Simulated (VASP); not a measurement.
A run of VASP 6.6.1 is set up as follows.

File INCAR:

```
ALGO = Normal
EDIFF = 1E-7
ENCUT = 520
GGA = CA
ISIF = 2
ISMEAR = 0
LASPH = True
LCHARG = False
LREAL = False
LWAVE = False
NBANDS = 11
NELM = 100
PREC = Accurate
SIGMA = 0.05
```

File KPOINTS:

```
k-points
0
Gamma
  12 12 12
```

Contents of POSCAR:

```
C
1.0
    0.0000000000      1.7614587407      1.9872777513
    1.7614587407      0.0000000000      1.9872777513
    1.7614587407      1.7614587407      0.0000000000
C
2
Direct
    0.5000000000      0.5000000000      0.5000000000
    0.7500000000      0.7500000000      0.7500000000
```

Potentials or basis: VASP PAW LDA potentials, release 64 (C).

The run is started by

```sh
$ cat potpaw_LDA.64/C/POTCAR > POTCAR
$ mpirun -np 1 vasp_std > vasp.out
```

(1) What does it give for the pressure?

(2) What does it give for the band gap on the k mesh?

Answers

(1) -41.1 GPa.

(2) 2.50 eV, indirect (least direct gap 4.32 eV).
